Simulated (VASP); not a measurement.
A run of VASP 6.6.1 is set up as follows.

File INCAR:

```
SYSTEM = W
  PREC = Accurate
  ENCUT = 520
  EDIFF = 1E-6
  ISMEAR = -1
  SIGMA = 0.05
  LREAL = .FALSE.
  LASPH = .TRUE.
  NELM = 80
  ALGO = Normal
  ISIF = 2
  LWAVE = .FALSE.
  LCHARG = .FALSE.
  GGA = PE
  NBANDS = 13
```

The input KPOINTS:

```
Automatic mesh
0
G
  18 18 18
  0 0 0
```

POSCAR

```
W
1.0
    0.0000000000      2.0185871169      2.0185871169
    2.0185871169      0.0000000000      2.0185871169
    2.0185871169      2.0185871169      0.0000000000
W
1
Direct
    0.0000000000      0.0000000000      0.0000000000
```

Potentials or basis: VASP PAW PBE potentials, release 64 (W_sv).

Run with:

```bash
$ cat potpaw_PBE.64/W_sv/POTCAR > POTCAR
$ mpirun -np 1 vasp_std > vasp.out
```

(1) Predict the pressure.

(2) Estimate the band gap on the k mesh.

Answers

(1) 0.5 GPa.

(2) zero (bands 7 and 8 overlap by 3.59 eV).

Caveat: spin-orbit coupling is left out, which moves the levels of the heavy elements.
